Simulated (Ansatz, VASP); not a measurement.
**Hg: VASP beside Ansatz**

Contents of INCAR:

```
PREC = Accurate
ENCUT = 550
EDIFF = 1E-6
ISMEAR = 0
SIGMA = 0.15
LREAL = False
LASPH = True
NELM = 120
ALGO = Normal
ISIF = 2
LWAVE = False
LCHARG = True
GGA = PS
IVDW = 12
LELF = True
LVHAR = True
NBANDS = 27
GGA_COMPAT = False
```

KPOINTS

```
Automatic mesh
0
Gamma
  18 18 10
```

POSCAR

```
Hg
1.0
    3.2329000000      0.0000000000      0.0000000000
   -1.6164500000      2.7997735279      0.0000000000
    0.0000000000      0.0000000000      4.5094000000
Hg
2
Direct
    0.6666666667      0.3333333333      0.7500000000
    0.3333333333      0.6666666667      0.2500000000
```

Input for Ansatz:

```yaml
crystal:
  lattice:
    - [3.2329, 0.0, 0.0]
    - [-1.61645, 2.7997735279, 0.0]
    - [0.0, 0.0, 4.5094]
  atoms:
    - { symbol: Hg, position: [0.6666666667, 0.3333333333, 0.75] }
    - { symbol: Hg, position: [0.3333333333, 0.6666666667, 0.25] }
basis:
  ecutwfc: 420
kpoints:
  mp_grid: { grid: [18, 18, 10] }
hamiltonian:
  xc: pbesol
  dispersion: d3bj
scf:
  occupations: { method: gaussian, width: 0.15 }
output:
  forces: true
  stress: true
  eigenvalues: true
  write_density: true
  write_potential: true
  elf: true
  volumetric_format: npy
```

Alike in both runs: task single point; functional PBEsol; dispersion D3(BJ); k mesh 18 × 18 × 10; occupations gaussian, width 0.15 eV; no spin polarisation.

```csv
,VASP,Ansatz
version,VASP 6.6.1,Ansatz 0.2.0
potentials or method,"VASP PAW PBE potentials, release 64 (Hg_sv_GW), cutoff 550 eV","scalar-relativistic, plane waves, PAW"
valence electrons in the cell,40,40
```

|  | VASP | Ansatz | Ansatz less VASP |
| --- | --- | --- | --- |
| gap on the k mesh at the Fermi level (eV) | none | none | - |
| pressure (GPa) | 5.3 | 5.6 | +0.27 |
| traceless stress, the component that is largest in VASP (GPa) | 1.19 | 1.15 | -0.048 |

VASP's potentials were made for PBE, not for PBEsol. A gap of «none» marks a metal or a gap that the smearing closes.

Neither program's run includes spin-orbit coupling.
